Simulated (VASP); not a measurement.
# Mo: relaxation of cell and atoms with PBEsol

Mo:

```xyz
8
Lattice="4.9960 0.0000 0.0000 0.0000 4.9960 0.0000 0.0000 0.0000 4.9960" Properties=species:S:1:pos:R:3 pbc="T T T"
Mo    0.0000    0.0000    0.0000
Mo    2.4980    2.4980    2.4980
Mo    1.2490    0.0000    2.4980
Mo    3.7470    0.0000    2.4980
Mo    2.4980    1.2490    0.0000
Mo    2.4980    3.7470    0.0000
Mo    0.0000    2.4980    1.2490
Mo    0.0000    2.4980    3.7470
```

* Program: VASP 6.6.1
* Task: relaxation of cell and atoms
* Functional: PBEsol
* Potentials or basis: VASP PAW PBE potentials, release 64 (Mo_sv)
* Cutoff: 600 eV
* k mesh: 5 × 5 × 5
* Occupations: fermi-dirac, width 0.1 eV
* Spin: no spin polarisation
* Dipole correction: no
* Further INCAR settings: ALGO = Normal; EDIFF = 1e-07; IBRION = 2; EDIFFG = -0.01; NSW = 80; ISIF = 3

The pressure after relaxing is -0.1 GPa and the band gap on the k mesh is zero (bands 56 and 57 overlap by 0.62 eV).

Final structure:
```
CELL_PARAMETERS angstrom
4.99603 0.00000 0.00000
0.00000 4.99603 0.00000
0.00000 0.00000 4.99603
ATOMIC_POSITIONS crystal
Mo 0.00000 0.00000 0.00000
Mo 0.50000 0.50000 0.50000
Mo 0.25000 0.00000 0.50000
Mo 0.75000 0.00000 0.50000
Mo 0.50000 0.25000 0.00000
Mo 0.50000 0.75000 0.00000
Mo 0.00000 0.50000 0.25000
Mo 0.00000 0.50000 0.75000
```

Levels at points of the mesh, in eV from the Fermi level:
```
           k point  band 53  band 54  band 55  band 56  band 57  band 58  band 59  band 60
(0.00, 0.00, 0.00)    -0.89    -0.89    -0.52    -0.52    -0.52     1.27     1.27     1.27
```

It took 100 s on 1 thread of Intel(R) Xeon(R) Platinum 8259CL CPU @ 2.50GHz (Skylake/Cascade Lake), on a shared host, peak memory 0.26 GiB.

Caveat: the relaxation stopped at its first step, so nothing moved; the PAW data sets were made with another functional, which shifts forces and pressure a little.
